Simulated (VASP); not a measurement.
Wanted: the native input for a VASP 6.6.1 run.

```
Task                   : single point
Functional             : LDA
Potentials or basis    : VASP PAW LDA potentials, release 64 (Mn_pv, Sb)
Cutoff                 : 520 eV
k mesh                 : 11 × 11 × 11
Occupations            : fermi-dirac, width 0.03 eV
Spin                   : collinear spin, ferromagnetic start
Starting moments       : [4.0, 0.0] μB
Dipole correction      : no
Further INCAR settings : ALGO = Normal; EDIFF = 1e-06; NBANDS = 20
```

The structure of MnSb (rocksalt type) lies in POSCAR:

```
MnSb
1.0
    0.0000000000      2.7858175484      2.7858175484
    2.7858175484      0.0000000000      2.7858175484
    2.7858175484      2.7858175484      0.0000000000
Mn Sb
1 1
Direct
    0.0000000000      0.0000000000      0.0000000000
    0.5000000000      0.5000000000      0.5000000000
```

One way to write it, as run:

INCAR

```
  PREC = Accurate
  ENCUT = 520
  EDIFF = 1E-6
  ISMEAR = -1
  SIGMA = 0.03
  LREAL = F
  LASPH = T
  NELM = 150
  ALGO = Normal
  ISIF = 2
  LWAVE = F
  LCHARG = F
  ISPIN = 2
  MAGMOM = 4 0
  LORBIT = 11
  LMAXMIX = 4
  GGA = CA
  NBANDS = 20
```

KPOINTS

```
Automatic mesh
0
Gamma
  11 11 11
```

Potentials or basis: VASP PAW LDA potentials, release 64 (Mn_pv, Sb).

Launch:

```bash
$ cat potpaw_LDA.64/Mn_pv/POTCAR potpaw_LDA.64/Sb/POTCAR > POTCAR
$ mpirun -np 1 vasp_std > vasp.out
```

It gave:

The pressure is -7.4 GPa. The net moment is 3.70 μB per cell. The site moments are Mn +3.57; Sb -0.07 μB and the valence electrons inside the program's atomic spheres are Mn 11.50; Sb 2.49.

Caveat: the cell stands under tension; a cell with one magnetic atom can't hold antiferromagnetic order, which such compounds often take.

It took 110 s on 1 thread of Oxide Virtual Turin-like Processor, with other jobs on the host, peak memory 0.18 GiB.
